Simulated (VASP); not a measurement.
NaLaMnMoO6, 10 atoms in the cell. Symmetry: F-43m, No. 216, cubic system. Conventional cell: a = 7.599 Å, b = 7.599 Å, c = 7.599 Å, α = 90.00°, β = 90.00°, γ = 90.00°. Within 3.5 Å of Na (site symmetry -43m) lie 12 O at 2.69 Å and 4 Mn at 3.29 Å and 4 Mo at 3.29 Å. La (site symmetry -43m) has 12 O at 2.69 Å and 4 Mn at 3.29 Å and 4 Mo at 3.29 Å within 3.5 Å. Within 2.5 Å of Mn (site symmetry -43m) lie 6 O at 1.87 Å. Within 2.6 Å of Mo (site symmetry -43m) lie 6 O at 1.93 Å. O (site symmetry 2mm) has 1 Mn at 1.87 Å and 1 Mo at 1.93 Å within 2.5 Å. 

| Quantity | Value |
| --- | --- |
| Program | VASP 6.6.1 |
| Task | single point |
| Functional | PBE |
| Potentials or basis | VASP PAW PBE potentials, release 64 (Na_pv, La, Mn_pv, Mo_sv, O) |
| Cutoff | 520 eV |
| k mesh | 5 × 5 × 5 |
| Occupations | fermi-dirac, width 0.05 eV |
| Spin | collinear spin, ferromagnetic start |
| Starting moments | [0.0, 0.0, 4.0, 1.0, 0.0, 0.0, 0.0, 0.0, 0.0, 0.0] μB |
| Dipole correction | no |
| Further INCAR settings | ALGO = Normal; EDIFF = 1e-07; NBANDS = 56 |

Potentials or basis: VASP PAW PBE potentials, release 64 (Na_pv, La, Mn_pv, Mo_sv, O).

Run with:

```sh
$ cat potpaw_PBE.64/Na_pv/POTCAR potpaw_PBE.64/La/POTCAR potpaw_PBE.64/Mn_pv/POTCAR potpaw_PBE.64/Mo_sv/POTCAR potpaw_PBE.64/O/POTCAR > POTCAR
$ mpirun -np 1 vasp_std > vasp.out
```

Hardware: 1 thread of Intel(R) Xeon(R) Platinum 8488C (Sapphire Rapids) (shared host).

**Question.** How long does it take, and how much memory?

**Answer.** It took 3.7 min on 1 thread of Intel(R) Xeon(R) Platinum 8488C (Sapphire Rapids), with other jobs on the host, peak memory 0.37 GiB. Counts: scf iterations 22, k points 10.
